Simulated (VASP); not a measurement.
# Si (P6_3/mmc) in VASP: relaxation of cell and atoms with LDA

Aim: the relaxation of cell and atoms of Si with LDA.

All numbers are computed with VASP 6.6.1; they aren't measurements. Logs are shortened: lines on timing, memory, paths and dates and some standing lists are left out, and cuts for length are marked.

**1. The cell of the first run**

The structure is hexagonal, space group P6_3/mmc (No. 194). Conventional cell: a = 3.859 Å, b = 3.859 Å, c = 12.676 Å, α = 90.00°, β = 90.00°, γ = 120.00°. Si (site symmetry 3m) has 4 Si at 2.36 to 2.37 Å within 3.1 Å. Si (site symmetry 3m) has 4 Si at 2.37 to 2.39 Å within 3.1 Å.

This isn't the form of Si at room conditions, which is diamond.

**2. Relaxation of cell and atoms, LDA**

Contents of INCAR:

```
  PREC = Accurate
  ENCUT = 600
  EDIFF = 1E-6
  ISMEAR = -1
  SIGMA = 0.02
  LREAL = F
  LASPH = T
  NELM = 60
  ALGO = Normal
  ISIF = 3
  LWAVE = F
  LCHARG = F
  GGA = CA
  IBRION = 2
  NSW = 80
  EDIFFG = -0.005
```

Contents of KPOINTS:

```
Automatic mesh
0
Gamma
  12 12 2
```

Contents of POSCAR:

```
Si
1.0
    3.8589853015      0.0000000000      0.0000000000
   -1.9294926508      3.3419793039      0.0000000000
    0.0000000000      0.0000000000     12.6760053964
Si
8
Direct
    0.0000000000      0.0000000000      0.0005003176
    0.3333333333      0.6666666667      0.2496538929
    0.0000000000      0.0000000000      0.5005003176
    0.6666666667      0.3333333333      0.7496538929
    0.0000000000      0.0000000000      0.1869996824
    0.3333333333      0.6666666667      0.4378461071
    0.0000000000      0.0000000000      0.6869996824
    0.6666666667      0.3333333333      0.9378461071
```

Potentials or basis: VASP PAW LDA potentials, release 64 (Si).

On the command line:

```bash
$ cat potpaw_LDA.64/Si/POTCAR > POTCAR
$ mpirun -np 1 vasp_std > vasp.out
```

OUTCAR:

```text
PREC = Accurate
   ENCUT = 600
   EDIFF = 1E-6
   ISMEAR = -1
   LREAL = F
   LASPH = T
   NELM = 60
   ISIF = 3
   GGA = CA
   IBRION = 2
   NSW = 80
   EDIFFG = -0.005

 ion  position               nearest neighbor table
   1  0.000  0.000  0.001-   5 2.36   8 2.37   8 2.37   8 2.37
   2  0.333  0.667  0.250-   5 2.37   5 2.37   5 2.37   6 2.39
   3  0.000  0.000  0.501-   7 2.36   6 2.37   6 2.37   6 2.37
   4  0.667  0.333  0.750-   7 2.37   7 2.37   7 2.37   8 2.39
   5  0.000  0.000  0.187-   1 2.36   2 2.37   2 2.37   2 2.37
   6  0.333  0.667  0.438-   3 2.37   3 2.37   3 2.37   2 2.39
   7  0.000  0.000  0.687-   3 2.36   4 2.37   4 2.37   4 2.37
   8  0.667  0.333  0.938-   1 2.37   1 2.37   1 2.37   4 2.39

  LATTYP: Found a hexagonal cell.
 ALAT       =     3.8589853015
 C/A-ratio  =     3.2848027152

  Lattice vectors:

 A1 = (   3.8589853015,   0.0000000000,   0.0000000000)
 A2 = (  -1.9294926508,   3.3419793039,   0.0000000000)
 A3 = (   0.0000000000,   0.0000000000,  12.6760053964)

Analysis of symmetry for initial positions (statically):
=====================================================================
 Subroutine PRICEL returns:
 Original cell was already a primitive cell.

 Routine SETGRP: Setting up the symmetry group for a
 hexagonal supercell.

 Subroutine GETGRP returns: Found 24 space group operations
 (whereof  6 operations were pure point group operations)
 out of a pool of 24 trial point group operations.

The static configuration has the point symmetry C_3v.
 The point group associated with its full space group is D_6h.

Analysis of symmetry for dynamics (positions and initial velocities):
=====================================================================
 Subroutine PRICEL returns:
 Original cell was already a primitive cell.

 Routine SETGRP: Setting up the symmetry group for a
 hexagonal supercell.

 Subroutine GETGRP returns: Found 24 space group operations
 (whereof  6 operations were pure point group operations)
 out of a pool of 24 trial point group operations.

The dynamic configuration has the point symmetry C_3v.
 The point group associated with its full space group is D_6h.

 Subroutine INISYM returns: Found 24 space group operations
 (whereof  6 operations are pure point group operations),
 and found     1 'primitive' translations

----------------------------------------------------------------------------------------

[... 111 lines left out ...]
   ISYM   =      2    0-nonsym 1-usesym 2-fastsym
   POTIM  = 0.5000    time-step for ionic-motion
   TEBEG  =    0.0;   TEEND  =   0.0 temperature during run
   PSTRESS=    0.0 pullay stress
   NELECT =      32.0000    total number of electrons
   NUPDOWN=      -1.0000    fix difference up-down
   EMIN   =  10.00;   EMAX   =-10.00  energy-range for DOS
   EFERMI =   0.00;   METHOD = LEGACY
   ISMEAR =    -1;   SIGMA  =   0.02  broadening in eV -4-tet -1-fermi 0-gaus
   EFERMI_NEDOS =   21; number of points for ismear=-14 and -15
   IALGO  =     38    algorithm
   IMIX   =      4    mixing-type and parameters
     AMIX     =   0.40;   BMIX     =  1.00
     AMIX_MAG =   1.60;   BMIX_MAG =  1.00
  volume/ion in A,a.u.               =      20.43       137.90
  Fermi-wavevector in a.u.,A,eV,Ry     =   0.950543  1.796266 12.293297  0.903532
  Thomas-Fermi vector in A             =   2.078929
   LORBIT       =      0    0 simple, 1 ext, 2 COOP (PROOUT), +10 PAW based schemes
   GGA     = CA    functional components
   LHFCALC =     F    Hartree Fock is set to
   AEXX    =    0.0000 exact exchange contribution
   IVDW    =     0    specifies the selected vdW correction
   LEPSILON=     F    determine dielectric tensor
   LRPA    =     F    only Hartree local field effects (RPA)
 conjugate gradient relaxation of ions
 non-spin polarized calculation
  energy-cutoff  :      600.00
  volume of cell :      163.48
 maximum number of plane-waves:      5507
 NGX is ok and might be reduce to    32
   NGX = 15   NGY = 15   NGZ = 51

--------------------------------------- Ionic step        1  -------------------------------------------

 number of electron      32.0000000 magnetization

 Free energy of the ion-electron system (eV)
  ---------------------------------------------------
  ext. energy  EPLUGINS =         0.00000000
  ---------------------------------------------------
  free energy    TOTEN  =       -47.59764484 eV

  energy without entropy =      -47.59764478  energy(sigma->0) =      -47.59764481

------------------------ aborting loop because EDIFF is reached ----------------------------------------

  FORCE on cell =-STRESS in cart. coord.  units (eV):
  Direction    XX          YY          ZZ          XY          YZ          ZX
  --------------------------------------------------------------------------------------
  -------------------------------------------------------------------------------------
  Total       -3.4069597     -3.4069597     -3.3684664      0.0000000      0.0000000      0.0000000
  in kB      -33.3901431    -33.3901431    -33.0128868      0.0000000      0.0000000      0.0000000
  external PRESSURE =     -33.2643910 kB  Pullay stress =       0.0000000 kB
[... 197 lines left out ...]
--------------------------------------- Ionic step        6  -------------------------------------------

 number of electron      31.9999999 magnetization

 Free energy of the ion-electron system (eV)
  ---------------------------------------------------
  ext. energy  EPLUGINS =         0.00000000
  ---------------------------------------------------
  free energy    TOTEN  =       -47.66167084 eV

  energy without entropy =      -47.66167060  energy(sigma->0) =      -47.66167072

 E-fermi :   6.2615     XC(G=0):  -9.6673

 val. band max:        6.0566102337   @ k =   0.0000   0.0000   0.0000
 cond. band min:       6.4839933686   @ k =   0.5000   0.0000   0.0000
 fundamental gap:      0.4273831349
 Fermi energy:         6.2615108028

 k-point     1 :       0.0000    0.0000    0.0000
  band No.  band energies     occupation
      1      -6.1408      2.00000
      2      -5.3406      2.00000
      3      -5.3253      2.00000
      4      -3.7789      2.00000
      5      -1.1361      2.00000
      6       1.9203      2.00000
[... 565 lines left out ...]
     20       7.9441      0.00000
     21       8.5456      0.00000

 [... further k-points ...]

------------------------ aborting loop because EDIFF is reached ----------------------------------------

  FORCE on cell =-STRESS in cart. coord.  units (eV):
  Direction    XX          YY          ZZ          XY          YZ          ZX
  --------------------------------------------------------------------------------------
  -------------------------------------------------------------------------------------
  Total       -0.0166045     -0.0166045      0.0130908      0.0000000     -0.0000000      0.0000000
  in kB       -0.1688940     -0.1688940      0.1331537      0.0000000     -0.0000000      0.0000000
  external PRESSURE =      -0.0682115 kB  Pullay stress =       0.0000000 kB
[... 23 lines left out ...]
  FREE ENERGIE OF THE ION-ELECTRON SYSTEM (eV)
  ---------------------------------------------------
  free  energy   TOTEN  =       -47.6616708389 eV

  energy  without entropy=      -47.6616706011  energy(sigma->0) =      -47.66167072

 reached required accuracy - stopping structural energy minimisation
```

CONTCAR:

```text
Si
   1.00000000000000
     3.8112684984645089    0.0000000000007144    0.0000000000000000
    -1.9056342492810177    3.3006553402846328   -0.0000000000000000
     0.0000000000000000    0.0000000000000000   12.5214149417459737
  Si
     8
Direct
     0.0000000000000000    1.0000000000000000    0.0005176496346901
     0.3333333332999970    0.6666666667000030    0.2496491736670622
     0.0000000000000000    0.0000000000000000    0.5005176496346900
     0.6666666667000030    0.3333333332999970    0.7496491736670622
     0.0000000000000000    0.0000000000000000    0.1869823503653099
     0.3333333332999970    0.6666666667000030    0.4378508263329378
     0.0000000000000000    1.0000000000000000    0.6869823503653100
     0.6666666667000030    0.3333333332999970    0.9378508263329378

  0.00000000E+00  0.00000000E+00  0.00000000E+00
  0.00000000E+00  0.00000000E+00  0.00000000E+00
  0.00000000E+00  0.00000000E+00  0.00000000E+00
  0.00000000E+00  0.00000000E+00  0.00000000E+00
  0.00000000E+00  0.00000000E+00  0.00000000E+00
  0.00000000E+00  0.00000000E+00  0.00000000E+00
  0.00000000E+00  0.00000000E+00  0.00000000E+00
  0.00000000E+00  0.00000000E+00  0.00000000E+00
```

Run time: 13 min. Hardware: 1 thread of Oxide Virtual Turin-like, shared host; peak memory 0.27 GiB.

Results:

- Free energy: -47.6617 eV
- Relaxed volume: 19.69 Å³/atom
- Relaxed cell: a = 3.811 Å, b = 3.811 Å, c = 12.521 Å, α = 90.00°, β = 90.00°, γ = 120.00°
- Space group after relaxing (to 0.1 Å): P6_3/mmc (No. 194)
- Energy gained by relaxing: 8.0 meV/atom
- Ionic steps: 6
- Pressure after relaxing: 0.0 GPa
- Band gap on the k mesh: 0.43 eV (least direct gap 1.24 eV)

Forces on the atoms (eV/Å):
```
Si   0.000  0.000  0.001
Si   0.000  0.000  0.002
Si   0.000  0.000  0.001
Si   0.000  0.000  0.002
Si   0.000  0.000 -0.001
Si   0.000  0.000 -0.002
Si   0.000  0.000 -0.001
Si   0.000  0.000 -0.002
```

Step by step:
| step | energy change (eV) | largest force (eV/Å) | pressure (GPa) | volume (Å³) |
| --- | --- | --- | --- | --- |
| 1 | 0.0000 | 0.0105 | -3.33 | 163.48 |
| 2 | -0.0341 | 0.0212 | 2.53 | 153.64 |
| 3 | -0.0640 | 0.0076 | -0.01 | 157.52 |
| 4 | -0.0640 | 0.0080 | 0.06 | 157.40 |
| 5 | -0.0640 | 0.0013 | -0.04 | 157.57 |
| 6 | -0.0640 | 0.0020 | -0.01 | 157.52 |

Final structure:
```cif
data_structure
_symmetry_space_group_name_H-M 'P 1'
_symmetry_Int_Tables_number 1
_cell_length_a 3.8113
_cell_length_b 3.8113
_cell_length_c 12.5214
_cell_angle_alpha 90.000
_cell_angle_beta 90.000
_cell_angle_gamma 120.000
_cell_volume 157.52
loop_
_atom_site_label
_atom_site_type_symbol
_atom_site_fract_x
_atom_site_fract_y
_atom_site_fract_z
_atom_site_occupancy
Si1 Si 0.00000 0.00000 0.00052 1
Si2 Si 0.33333 0.66667 0.24965 1
Si3 Si 0.00000 0.00000 0.50052 1
Si4 Si 0.66667 0.33333 0.74965 1
Si5 Si 0.00000 0.00000 0.18698 1
Si6 Si 0.33333 0.66667 0.43785 1
Si7 Si 0.00000 0.00000 0.68698 1
Si8 Si 0.66667 0.33333 0.93785 1
```

Levels at points of the mesh, in eV from the valence-band top:
| k point | band 14 | band 15 | band 16 | band 17 | band 18 | band 19 |
| --- | --- | --- | --- | --- | --- | --- |
| (0.00, 0.00, 0.00) | -0.17 | 0.00 | 0.00 | 1.24 | 1.71 | 2.10 |
| (0.50, 0.00, 0.00) | -2.26 | -1.74 | -1.33 | 0.43 | 0.64 | 1.02 |
| (0.00, 0.00, 0.50) | -0.31 | -0.31 | -0.31 | 1.40 | 1.40 | 2.53 |
| (0.50, 0.00, 0.50) | -2.54 | -1.69 | -1.69 | 0.62 | 0.62 | 1.86 |

A k mesh can miss the band edges.
